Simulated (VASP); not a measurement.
Wanted: the native input for a VASP 6.6.1 run.

| Quantity | Value |
| --- | --- |
| Task | single point |
| Functional | LDA |
| Potentials or basis | VASP PAW LDA potentials, release 64 (Pd) |
| Cutoff | 520 eV |
| k mesh | 18 × 18 × 18 |
| Occupations | fermi-dirac, width 0.05 eV |
| Spin | no spin polarisation |
| Dipole correction | no |
| Further INCAR settings | ALGO = Normal; EDIFF = 1e-06; NBANDS = 11 |

The structure of Pd lies in POSCAR:

```
Pd
1.0
    0.0000000000      1.8865530000      1.9449000000
    1.8865530000      0.0000000000      1.9449000000
    1.8865530000      1.8865530000      0.0000000000
Pd
1
Direct
    0.0000000000      0.0000000000      0.0000000000
```

This cell differs from its parent crystal: equal xx and yy strain of -3 %.

These files were run (other wordings do the same):

INCAR

```
ALGO     = Normal         # electronic algorithm
EDIFF    = 1E-6           # SCF threshold, eV
ENCUT    = 520            # plane-wave cutoff, eV
GGA      = CA             # functional
ISIF     = 2              # what is computed and relaxed
ISMEAR   = -1             # smearing method
LASPH    = True           # aspherical terms in the spheres
LCHARG   = True           # write CHGCAR
LELF     = True           # ELF
LREAL    = False          # projectors in reciprocal space
LVHAR    = True         
LWAVE    = False          # write WAVECAR
NBANDS   = 11             # bands
NELM     = 80             # most SCF steps
PREC     = Accurate       # precision mode
SIGMA    = 0.05           # smearing width, eV
```

KPOINTS

```
k-points
0
Gamma
  18 18 18
```

Potentials or basis: VASP PAW LDA potentials, release 64 (Pd).

Launch:

```bash
$ cat potpaw_LDA.64/Pd/POTCAR > POTCAR
$ mpirun -np 1 vasp_std > vasp.out
```

It gave:

| Property | Result |
| --- | --- |
| Pressure | 5.6 GPa |
| Band gap on the k mesh | zero (bands 5 and 6 overlap by 1.89 eV) |

Caveat: the cell differs from its parent crystal (equal xx and yy strain of -3 %); the cell stands under pressure.

Run time: 45 s on 1 thread of Intel Xeon 8259CL (shared host), peak memory 0.18 GiB.
